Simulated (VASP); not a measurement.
# AlN (R-3m) in VASP: a series of runs

Runs on AlN. Level: PBEsol. Tasks: single point.

Everything below comes from runs of VASP 6.6.1. Logs are shortened: lines on timing, memory, paths and dates and some standing lists are left out, and cuts for length are marked.

## Step 1: The cell of the first run

It takes space group R-3m (No. 166, trigonal). Conventional cell: a = 2.977 Å, b = 2.977 Å, c = 6.464 Å, α = 90.00°, β = 90.00°, γ = 120.00°. Al (site symmetry -3m) has 6 N at 2.03 Å within 2.7 Å. Within 2.7 Å of N (site symmetry -3m) lie 6 Al at 2.03 Å.

## Step 2: Single point, PBEsol

File INCAR:

```
SYSTEM = AlN
PREC = Accurate
ENCUT = 520
EDIFF = 1E-7
ISMEAR = 0
SIGMA = 0.05
LREAL = .FALSE.
LASPH = .TRUE.
NELM = 80
ALGO = Normal
ISIF = 2
LWAVE = .FALSE.
LCHARG = .TRUE.
GGA = PS
LELF = .TRUE.
LVHAR = .TRUE.
NBANDS = 11
```

File KPOINTS:

```
regular mesh
0
G
  10 10 10
  0 0 0
```

File POSCAR:

```
AlN
1.0
   -0.1594349019      1.9457794724      1.9457794724
    1.9457794724     -0.1594349019      1.9457794724
    1.9457794724      1.9457794724     -0.1594349019
Al N
1 1
Direct
    0.5000000000      0.5000000000      0.5000000000
    0.0000000000      0.0000000000      0.0000000000
```

Potentials or basis: VASP PAW PBE potentials, release 64 (Al, N).

Command:

```sh
$ cat potpaw_PBE.64/Al/POTCAR potpaw_PBE.64/N/POTCAR > POTCAR
$ mpirun -np 1 vasp_std > vasp.out
```

OUTCAR:

```text
SYSTEM = AlN
   PREC = Accurate
   ENCUT = 520
   EDIFF = 1E-7
   ISMEAR = 0
   LREAL = .FALSE.
   LASPH = .TRUE.
   NELM = 80
   ISIF = 2
   GGA = PS

 ion  position               nearest neighbor table
   1  0.500  0.500  0.500-   2 2.03   2 2.03   2 2.03   2 2.03   2 2.03   2 2.03
   2  0.000  0.000  0.000-   1 2.03   1 2.03   1 2.03   1 2.03   1 2.03   1 2.03

  LATTYP: Found a trigonal (rhomboedric) cell.
 ALAT       =     2.7563626391
 COS(alpha) =     0.4166624356

  Lattice vectors:

 A1 = (  -0.1594349019,   1.9457794724,   1.9457794724)
 A2 = (   1.9457794724,  -0.1594349019,   1.9457794724)
 A3 = (   1.9457794724,   1.9457794724,  -0.1594349019)

Analysis of symmetry for initial positions (statically):
=====================================================================
 Subroutine PRICEL returns:
 Original cell was already a primitive cell.

 Routine SETGRP: Setting up the symmetry group for a
 trigonal (rhombohedral) supercell.

 Subroutine GETGRP returns: Found 12 space group operations
 (whereof 12 operations were pure point group operations)
 out of a pool of 12 trial point group operations.

The static configuration has the point symmetry D_3d.

Analysis of symmetry for dynamics (positions and initial velocities):
=====================================================================
 Subroutine PRICEL returns:
 Original cell was already a primitive cell.

 Routine SETGRP: Setting up the symmetry group for a
 trigonal (rhombohedral) supercell.

 Subroutine GETGRP returns: Found 12 space group operations
 (whereof 12 operations were pure point group operations)
 out of a pool of 12 trial point group operations.

The dynamic configuration has the point symmetry D_3d.

 Subroutine INISYM returns: Found 12 space group operations
 (whereof 12 operations are pure point group operations),
 and found     1 'primitive' translations

----------------------------------------------------------------------------------------

                                     Primitive cell

  volume of cell :      16.5405

  direct lattice vectors                    reciprocal lattice vectors
    -0.159434902  1.945779472  1.945779472    -0.227359360  0.247651647  0.247651647
     1.945779472 -0.159434902  1.945779472     0.247651647 -0.227359360  0.247651647
     1.945779472  1.945779472 -0.159434902     0.247651647  0.247651647 -0.227359360

  length of vectors
     2.756362639  2.756362639  2.756362639     0.417558326  0.417558326  0.417558326

  position of ions in fractional coordinates (direct lattice)
     0.500000000  0.500000000  0.500000000
     0.000000000  0.000000000  0.000000000

  ion indices of the primitive-cell ions
   primitive index   ion index
                 1           1
                 2           2

----------------------------------------------------------------------------------------

 KPOINTS: regular mesh

Automatic generation of k-mesh.
 Grid dimensions read from file:
 generate k-points for:   10   10   10

 Generating k-lattice:

  Cartesian coordinates                     Fractional coordinates (reciprocal lattice)
    -0.022735936  0.024765165  0.024765165     0.100000000 -0.000000000 -0.000000000
     0.024765165 -0.022735936  0.024765165    -0.000000000  0.100000000 -0.000000000
     0.024765165  0.024765165 -0.022735936    -0.000000000 -0.000000000  0.100000000

  Length of vectors
     0.041755833  0.041755833  0.041755833

  Shift w.r.t. Gamma in fractional coordinates (k-lattice)
     0.000000000  0.000000000  0.000000000

 Subroutine IBZKPT returns following result:
 ===========================================

 Found    116 irreducible k-points:

 Following reciprocal coordinates:
            Coordinates               Weight
  0.000000  0.000000  0.000000      1.000000
  0.100000 -0.000000  0.000000      6.000000
  0.200000 -0.000000  0.000000      6.000000
  0.300000  0.000000 -0.000000      6.000000
  0.400000  0.000000  0.000000      6.000000
  0.500000  0.000000  0.000000      3.000000
[... 16 lines left out ...]
  0.300000  0.300000 -0.000000      6.000000
  0.400000  0.300000 -0.000000     12.000000
 [... further k-points ...]
   k-points           NKPTS =    116   k-points in BZ     NKDIM =    116   number of bands    NBANDS=     11
   number of dos      NEDOS =    301   number of ions     NIONS =      2
   total plane-waves  NPLWV =  13824
   dimension x,y,z NGX =    24 NGY =   24 NGZ =   24
   dimension x,y,z NGXF=    48 NGYF=   48 NGZF=   48
   ions per type =               1   1
   NGX,Y,Z   is equivalent  to a cutoff of  14.48, 14.48, 14.48 a.u.
   NGXF,Y,Z  is equivalent  to a cutoff of  28.95, 28.95, 28.95 a.u.
 SYSTEM =  AlN
   PREC   = accura    normal or accurate (medium, high low for compatibility)
   ISTART =      0    job   : 0-new  1-cont  2-samecut
   ICHARG =      2    charge: 1-file 2-atom 10-const
   ISPIN  =      1    spin polarized calculation?
   LNONCOLLINEAR =      F non collinear calculations
   LSORBIT =      F    spin-orbit coupling
   LASPH  =      T    aspherical Exc in radial PAW
   ENCUT  =  520.0 eV  38.22 Ry    6.18 a.u.   5.13  5.13  5.13*2*pi/ulx,y,z
   NELM   =     80;   NELMIN=  2; NELMDL= -5     # of ELM steps
   EDIFF  = 0.1E-06   stopping-criterion for ELM
   LREAL  =      F    real-space projection
   EDIFFG = 0.1E-05   stopping-criterion for IOM
   NSW    =      0    number of steps for IOM
   IBRION =     -1    ionic relax: 0-MD 1-quasi-New 2-CG
   NFREE  =      0    steps in history (QN), initial steepest desc. (CG)
   ISIF   =      2    stress and relaxation
   ISYM   =      2    0-nonsym 1-usesym 2-fastsym
   POTIM  = 0.5000    time-step for ionic-motion
   TEBEG  =    0.0;   TEEND  =   0.0 temperature during run
   PSTRESS=    0.0 pullay stress
   NELECT =       8.0000    total number of electrons
   NUPDOWN=      -1.0000    fix difference up-down
   EMIN   =  10.00;   EMAX   =-10.00  energy-range for DOS
   EFERMI =   0.00;   METHOD = LEGACY
   ISMEAR =     0;   SIGMA  =   0.05  broadening in eV -4-tet -1-fermi 0-gaus
   EFERMI_NEDOS =   21; number of points for ismear=-14 and -15
   IALGO  =     38    algorithm
   IMIX   =      4    mixing-type and parameters
     AMIX     =   0.40;   BMIX     =  1.00
     AMIX_MAG =   1.60;   BMIX_MAG =  1.00
  volume/ion in A,a.u.               =       8.27        55.81
  Fermi-wavevector in a.u.,A,eV,Ry     =   1.285056  2.428403 22.468224  1.651368
  Thomas-Fermi vector in A             =   2.417213
   LORBIT       =      0    0 simple, 1 ext, 2 COOP (PROOUT), +10 PAW based schemes
   GGA     = PS    functional components
   LHFCALC =     F    Hartree Fock is set to
   AEXX    =    0.0000 exact exchange contribution
   IVDW    =     0    specifies the selected vdW correction
   LEPSILON=     F    determine dielectric tensor
   LRPA    =     F    only Hartree local field effects (RPA)
 non-spin polarized calculation
 Gauss-broadening in eV      SIGMA  =   0.05
  energy-cutoff  :      520.00
  volume of cell :       16.54
 maximum number of plane-waves:       465
 NGX is ok and might be reduce to    24

 number of electron       8.0000000 magnetization

 Free energy of the ion-electron system (eV)
  ---------------------------------------------------
  ext. energy  EPLUGINS =         0.00000000
  ---------------------------------------------------
  free energy    TOTEN  =       -15.16635646 eV

  energy without entropy =      -15.16635646  energy(sigma->0) =      -15.16635646

 E-fermi :  11.1329     XC(G=0): -12.4554

 val. band max:       10.8574537730   @ k =   0.0000   0.0000   0.0000
 cond. band min:      13.4277256424   @ k =   0.5000   0.5000  -0.0000
 fundamental gap:      2.5702718693
 Fermi energy:        11.1329139407

 k-point     1 :       0.0000    0.0000    0.0000
  band No.  band energies     occupation
      1      -7.6288      2.00000
      2       9.4523      2.00000
      3       9.4523      2.00000
      4      10.8575      2.00000
      5      15.0890      0.00000
      6      20.7047      0.00000
      7      20.7047      0.00000
      8      25.2310      0.00000
      9      26.2989      0.00000
     10      27.8270      0.00000
     11      27.8270      0.00000

 k-point     2 :       0.1000   -0.0000    0.0000
  band No.  band energies     occupation
      1      -7.4326      2.00000
      2       8.4829      2.00000
      3       9.3666      2.00000
      4      10.6309      2.00000
      5      15.7539      0.00000
      6      20.2960      0.00000
      7      21.0624      0.00000
      8      25.0690      0.00000
      9      25.8651      0.00000
     10      26.4084      0.00000
     11      28.4935      0.00000

 k-point     3 :       0.2000   -0.0000    0.0000
  band No.  band energies     occupation
      1      -6.8618      2.00000
      2       6.3454      2.00000
      3       9.1586      2.00000
      4      10.2873      2.00000
      5      16.5748      0.00000
      6      20.0233      0.00000
      7      21.8164      0.00000
      8      24.4398      0.00000
      9      24.4679      0.00000
     10      26.8588      0.00000
     11      28.0562      0.00000

 k-point     4 :       0.3000    0.0000   -0.0000
  band No.  band energies     occupation
      1      -5.9862      2.00000
      2       4.0323      2.00000
      3       8.9285      2.00000
      4       9.9620      2.00000
      5      16.5535      0.00000
      6      20.8252      0.00000
      7      21.6530      0.00000
      8      23.5567      0.00000
      9      25.0467      0.00000
     10      26.8989      0.00000
     11      29.2107      0.00000
[... 239 lines left out ...]
 k-point    22 :      -0.2000    0.2000    0.0000
  band No.  band energies     occupation
      1      -5.7520      2.00000
      2       4.7863      2.00000
      3       6.7047      2.00000
      4       9.7454      2.00000
      5      18.5474      0.00000
      6      19.5608      0.00000
      7      20.9869      0.00000
      8      23.7267      0.00000
      9      25.6240      0.00000
     10      28.7344      0.00000
     11      31.2267      0.00000

 k-point    23 :       0.3000    0.3000   -0.0000
  band No.  band energies     occupation
      1      -5.3287      2.00000
      2       5.0835      2.00000
      3       7.1414      2.00000
      4       8.6900      2.00000
      5      15.4692      0.00000
      6      17.8330      0.00000
      7      21.0805      0.00000
      8      24.6914      0.00000
      9      26.4798      0.00000
     10      30.4186      0.00000
     11      33.3581      0.00000

 k-point    24 :       0.4000    0.3000   -0.0000
  band No.  band energies     occupation
      1      -4.5667      2.00000
      2       3.9391      2.00000
      3       6.5236      2.00000
      4       8.4668      2.00000
      5      15.4370      0.00000
      6      17.2725      0.00000
      7      21.4839      0.00000
      8      25.4196      0.00000
      9      26.3938      0.00000
     10      31.7594      0.00000
     11      34.2161      0.00000

 [... further k-points ...]
[... 5 lines left out ...]
  --------------------------------------------------------------------------------------
  -------------------------------------------------------------------------------------
  Total        0.1086687      0.1086687      0.1086687      2.2096127      2.2096127      2.2096127
  in kB       10.5260690     10.5260690     10.5260690    214.0316615    214.0316615    214.0316615
  external PRESSURE =      10.5260690 kB  Pullay stress =       0.0000000 kB

 VOLUME and BASIS-vectors are now :
 -----------------------------------------------------------------------------
  energy-cutoff  :      520.00
  volume of cell :       16.54
      direct lattice vectors                 reciprocal lattice vectors
    -0.159434902  1.945779472  1.945779472    -0.227359360  0.247651647  0.247651647
     1.945779472 -0.159434902  1.945779472     0.247651647 -0.227359360  0.247651647
     1.945779472  1.945779472 -0.159434902     0.247651647  0.247651647 -0.227359360

 POSITION                                       TOTAL-FORCE (eV/Angst)
 -----------------------------------------------------------------------------------
      1.86606      1.86606      1.86606        -0.000000     -0.000000     -0.000000
      0.00000      0.00000      0.00000         0.000000      0.000000      0.000000
 -----------------------------------------------------------------------------------
    total drift:                                0.000000     -0.000000     -0.000000

  FREE ENERGIE OF THE ION-ELECTRON SYSTEM (eV)
  ---------------------------------------------------
  free  energy   TOTEN  =       -15.1663564575 eV

  energy  without entropy=      -15.1663564575  energy(sigma->0) =      -15.16635646
```

Wall time 27 s (1 thread of Intel Xeon 6975P-C, shared host); peak memory 0.15 GiB.

Results:

| Property | Result |
| --- | --- |
| Free energy | -15.1664 eV |
| Pressure | 1.1 GPa |
| Band gap on the k mesh | 2.57 eV, indirect (least direct gap 4.23 eV) |

Stress tensor (GPa, compression positive):
```
 1.05 21.40 21.40
21.40  1.05 21.40
21.40 21.40  1.05
```

Caveat: the PAW data sets were made with another functional, which shifts forces and pressure a little. A hybrid or GW would open this gap; PBEsol tends to underestimate it.

## Step 3: Single point, PBEsol

This run uses another cell than the first one, of the same volume but with other edges.

File INCAR:

```
SYSTEM = AlN
PREC = Accurate
ENCUT = 520
EDIFF = 1E-7
ISMEAR = 0
SIGMA = 0.05
LREAL = .False.
LASPH = .True.
NELM = 100
ALGO = Normal
ISIF = 2
LWAVE = .False.
LCHARG = .False.
GGA = PS
NBANDS = 11
```

File KPOINTS:

```
Automatic mesh
0
Gamma
  10 10 10
  0 0 0
```

File POSCAR:

```
AlN
1.0
    0.1098594491      2.0786667811      2.0786667811
    2.0786667811      0.1098594491      2.0786667811
    2.0786667811      2.0786667811      0.1098594491
Al N
1 1
Direct
    0.5000000000      0.5000000000      0.5000000000
    0.0000000000      0.0000000000      0.0000000000
```

Potentials or basis: VASP PAW PBE potentials, release 64 (Al, N).

Command:

```sh
$ cat potpaw_PBE.64/Al/POTCAR potpaw_PBE.64/N/POTCAR > POTCAR
$ mpirun -np 1 vasp_std > vasp.out
```

Wall time 26 s (1 thread of Intel Xeon 6975P-C, shared host); peak memory 0.14 GiB.

The run converged. Its results:

```
Free energy            : -15.3023 eV
Pressure               : 0.6 GPa
Band gap on the k mesh : 3.50 eV, indirect (least direct gap 4.81 eV)
```

Stress tensor (GPa, compression positive):
```
  0.61 -18.11 -18.11
-18.11   0.61 -18.11
-18.11 -18.11   0.61
```

Levels at points of the mesh, in eV from the valence-band top:
```csv
k point,band 1,band 2,band 3,band 4,band 5,band 6,band 7,band 8
"(0.00, 0.00, 0.00)",-17.96,-1.23,0.00,0.00,4.81,10.52,12.41,12.41
"(0.50, 0.00, 0.00)",-14.50,-8.58,-2.04,-1.28,5.03,9.89,10.56,12.81
"(0.50, 0.50, 0.00)",-13.64,-7.85,-3.76,-2.65,3.50,5.37,13.09,16.85
"(0.50, 0.50, 0.50)",-15.06,-9.37,-0.91,-0.91,6.74,11.75,11.75,11.94
```

Caveat: the PAW data sets were made with another functional, which shifts forces and pressure a little.
